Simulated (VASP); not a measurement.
Write the native input for VASP 6.6.1 that does the following.

- Task: single point
- Functional: PBE
- Potentials or basis: VASP PAW PBE potentials, release 64 (Sn_d, Rb_sv)
- Cutoff: 520 eV
- k mesh: 5 × 5 × 5
- Occupations: fermi-dirac, width 0.05 eV
- Spin: no spin polarisation
- Dipole correction: no
- Further INCAR settings: ALGO = Normal; EDIFF = 1e-07; NBANDS = 28

The structure of Rb3Sn lies in POSCAR:

```
Rb3Sn
1.0
    0.0000000000      4.5634841727      4.5634841727
    4.5634841727      0.0000000000      4.5634841727
    4.5634841727      4.5634841727      0.0000000000
Sn Rb
1 3
Direct
    0.0000000000      0.0000000000      0.0000000000
    0.5000000000      0.5000000000      0.5000000000
    0.7500000000      0.7500000000      0.7500000000
    0.2500000000      0.2500000000      0.2500000000
```

One way to write it, as run:

INCAR

```
PREC = Accurate ; ENCUT = 520
EDIFF = 1E-7 ; ISMEAR = -1
SIGMA = 0.05 ; LREAL = False
LASPH = True ; NELM = 100
ALGO = Normal ; ISIF = 2
LWAVE = False ; LCHARG = True
GGA = PE ; LELF = True
LVHAR = True ; NBANDS = 28
```

KPOINTS

```
Automatic mesh
0
Gamma
  5 5 5
```

Potentials or basis: VASP PAW PBE potentials, release 64 (Sn_d, Rb_sv).

The run is started by

```sh
$ cat potpaw_PBE.64/Sn_d/POTCAR potpaw_PBE.64/Rb_sv/POTCAR > POTCAR
$ mpirun -np 1 vasp_std > vasp.out
```

It gave:

| Item | Value |
| --- | --- |
| Pressure | 0.5 GPa |
| Band gap on the k mesh | zero (an odd number of electrons rules out a gap without spin polarisation) |

Caveat: spin-orbit coupling is left out, which moves the levels of the heavy elements.

Run time: 110 s on 1 thread of Intel Xeon 8259CL, on a shared host, peak memory 0.33 GiB.
